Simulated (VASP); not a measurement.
TaN:

```xyz
2
Lattice="2.9575 0.0000 0.0000 -1.4787 2.5612 0.0000 0.0000 0.0000 2.9021" Properties=species:S:1:pos:R:3 pbc="T T T"
Ta    0.0000    0.0000    1.4510
N     1.4787    0.8537    0.0000
```

Base run:

```yaml
Program: VASP 6.6.1
Functional: PBEsol
Potentials_or_basis: VASP PAW PBE potentials, release 64 (Ta_pv, N)
Cutoff: 520 eV
k_mesh: 10 × 10 × 9
Occupations: fermi-dirac, width 0.05 eV
Spin: no spin polarisation
```

Its results: band gap on the k mesh zero (band 8 reaches 8.09 eV, above the bottom of band 9 at 7.81 eV); pressure -10.7 GPa.

Problem. The run is repeated on the same cell with these changes: functional from PBEsol to PBE. What comes out?

Solution. Band gap on the k mesh zero (band 8 reaches 8.28 eV, above the bottom of band 9 at 7.99 eV); pressure -1.5 GPa.

PBE binds less tightly than PBEsol, so the same cell stands under more pressure.

Caveats: spin-orbit coupling is left out, which moves the levels of the heavy elements; the PAW data sets were made with another functional, which shifts forces and pressure a little (some runs).
